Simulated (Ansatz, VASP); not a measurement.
InP in VASP and in Ansatz

```xyz
2
Lattice="0.0000 2.9520 2.9520 2.9520 0.0000 2.9520 2.9520 2.9520 0.0000" Properties=species:S:1:pos:R:3 pbc="T T T"
In    0.0000    0.0000    0.0000
P     1.4760    1.4760    1.4760
```

Alike in both runs: task single point; functional PBE; k mesh 6 × 6 × 6; occupations gaussian, width 0.1 eV; no spin polarisation.

|  | VASP | Ansatz |
| --- | --- | --- |
| version | VASP 6.6.1 | Ansatz 0.2.0 |
| potentials or method | VASP PAW PBE potentials, release 64 (In_d, P), cutoff 500 eV | scalar-relativistic, plane waves, PAW |
| valence electrons in the cell | 18 | 18 |

```csv
,VASP,Ansatz,Ansatz less VASP
gap on the k mesh at the Fermi level (eV),0.59,0.59,+0.003
least direct gap on the mesh (eV),0.59,0.59,+0.003
pressure (GPa),1.7,1.8,+0.05
```
